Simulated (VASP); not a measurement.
Input of a VASP 6.6.1 run:

The input INCAR:

```
SYSTEM = BP
  ALGO = Normal
  EDIFF = 1E-7
  ENCUT = 520
  GGA = CA
  ISIF = 2
  ISMEAR = -1
  LASPH = .True.
  LCHARG = .False.
  LREAL = .False.
  LWAVE = .False.
  NBANDS = 11
  NELM = 80
  PREC = Accurate
  SIGMA = 0.05
```

File KPOINTS:

```
k-points
0
Gamma
  10 10 10
  0 0 0
```

File POSCAR:

```
BP
1.0
    0.0000000000      2.2250473027      2.2250473027
    2.2250473027      0.0000000000      2.2250473027
    2.2250473027      2.2250473027      0.0000000000
P B
1 1
Direct
    0.7500000000      0.7500000000      0.7500000000
    0.0000000000      0.0000000000      0.0000000000
```

Potentials or basis: VASP PAW LDA potentials, release 64 (P, B).

Run with:

```bash
$ cat potpaw_LDA.64/P/POTCAR potpaw_LDA.64/B/POTCAR > POTCAR
$ mpirun -np 1 vasp_std > vasp.out
```

Question: Estimate the band gap on the k mesh.

Answer: 1.12 eV, indirect (least direct gap 3.48 eV).

Question: Estimate the pressure.

Answer: 4.9 GPa.

A k mesh can miss the band edges.
